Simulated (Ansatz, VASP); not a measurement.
Sr2P: VASP beside Ansatz

```
Sr P
1.0
     7.24135    0.00000    0.00000
     0.00000    7.24448    0.00000
     0.00000    0.00000    4.47303
Sr P
4 2
Direct
  0.29890 0.29920 0.00000
  0.70110 0.70080 0.00000
  0.79890 0.20080 0.50000
  0.20110 0.79920 0.50000
  0.00000 0.00000 0.00000
  0.50000 0.50000 0.50000
```

Alike in both runs: functional PBE; k mesh 6 × 6 × 8; occupations gaussian, width 0.1 eV; no spin polarisation.

Ansatz relaxed the structure, and its values are those at the end. VASP's run is a single point on that final structure, the one shown.

```csv
,VASP,Ansatz
version,VASP 6.6.1,Ansatz 0.2.0
potentials or method,"VASP PAW PBE potentials, release 64 (Sr_sv, P), cutoff 520 eV","scalar-relativistic, plane waves, PAW"
valence electrons in the cell,50,50
```

|  | VASP | Ansatz | Ansatz less VASP |
| --- | --- | --- | --- |
| gap on the k mesh at the Fermi level (eV) | none | none | - |
| pressure (GPa) | 0.1 | 0.0 | -0.08 |

A gap of «none» marks a metal or a gap that the smearing closes. The functional is the same, so the differences come from potentials, cutoffs and numerics.
